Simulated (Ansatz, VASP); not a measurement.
Two plane-wave programs on Na2YMgC6N6

```
CELL_PARAMETERS angstrom
0.00000 5.80257 5.80257
5.80257 0.00000 5.80257
5.80257 5.80257 0.00000
ATOMIC_POSITIONS crystal
Na 0.25000 0.25000 0.25000
Na 0.75000 0.75000 0.75000
Y 0.50000 0.50000 0.50000
Mg 0.00000 0.00000 0.00000
C 0.80409 0.19591 0.19591
C 0.19591 0.80409 0.19591
C 0.19591 0.19591 0.80409
C 0.19591 0.80409 0.80409
C 0.80409 0.19591 0.80409
C 0.80409 0.80409 0.19591
N 0.70275 0.29725 0.29725
N 0.29725 0.70275 0.29725
N 0.29725 0.29725 0.70275
N 0.29725 0.70275 0.70275
N 0.70275 0.29725 0.70275
N 0.70275 0.70275 0.29725
```

Alike in both runs: functional PBE; k mesh 4 × 4 × 4; occupations gaussian, width 0.1 eV; no spin polarisation.

Ansatz relaxed the structure, and its values are those at the end. VASP's run is a single point on that final structure, the one shown.

|  | VASP | Ansatz |
| --- | --- | --- |
| version | VASP 6.6.1 | Ansatz 0.2.0 |
| potentials or method | VASP PAW PBE potentials, release 64 (Na_pv, Y_sv, Mg, C, N), cutoff 520 eV | scalar-relativistic, plane waves, PAW |
| valence electrons in the cell | 81 | 93 |

Ansatz gave:

```
gap on the k mesh at the Fermi level (eV) : none
pressure (GPa)                            : 0.0
rms of the force components (eV/Å)        : 0.002
```

Question: Which values does VASP return?

Answer: gap on the k mesh at the Fermi level (eV): none; pressure (GPa): 0.3; rms of the force components (eV/Å): 0.197.

A gap of «none» marks a metal or a gap that the smearing closes. One of these differences is far larger than is usual between the two programs; its cause wasn't traced. With one functional, cell and mesh, what is left measures potentials, basis and numerics. VASP's potentials hold 81 valence electrons a cell and Ansatz's 93, so a difference there can come from the potentials and not from the codes.

Noted on VASP's run: the standard files for N, O and F lose accuracy on very short bonds.
